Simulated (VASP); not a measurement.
Ge:

```
CELL_PARAMETERS angstrom
-1.63500 1.63500 1.63500
1.63500 -1.63500 1.63500
1.63500 1.63500 -1.63500
ATOMIC_POSITIONS crystal
Ge 0.00000 0.00000 0.00000
```

This isn't the form of Ge at room conditions, which is diamond.

```yaml
Program: VASP 6.6.1
Task: relaxation of cell and atoms
Functional: PBE
Potentials_or_basis: VASP PAW PBE potentials, release 64 (Ge_d)
Cutoff: 500 eV
k_mesh: 9 × 9 × 9
Occupations: fermi-dirac, width 0.05 eV
Spin: no spin polarisation
```

At the start: pressure 6.8 GPa; volume 17.48 Å³/atom.

**Question.** How do energy, volume and symmetry change on relaxing?

**Answer.** Over 3 steps the energy falls by 30.3 meV/atom and the volume is 19.00 Å³/atom (+8.7 %); space group Im-3m (No. 229, to 0.1 Å) before and after.

The path:
```tsv
step	energy change (eV)	largest force (eV/Å)	pressure (GPa)	volume (Å³)
1	0.0000	0.0000	6.82	17.48
2	-0.0283	0.0000	-1.47	19.43
3	-0.0303	0.0000	-0.04	19.00
```

Final structure:
```
Ge
1.0
    -1.68104    1.68104    1.68104
     1.68104   -1.68104    1.68104
     1.68104    1.68104   -1.68104
Ge
1
Cartesian
  0.0000 0.0000 0.0000
```
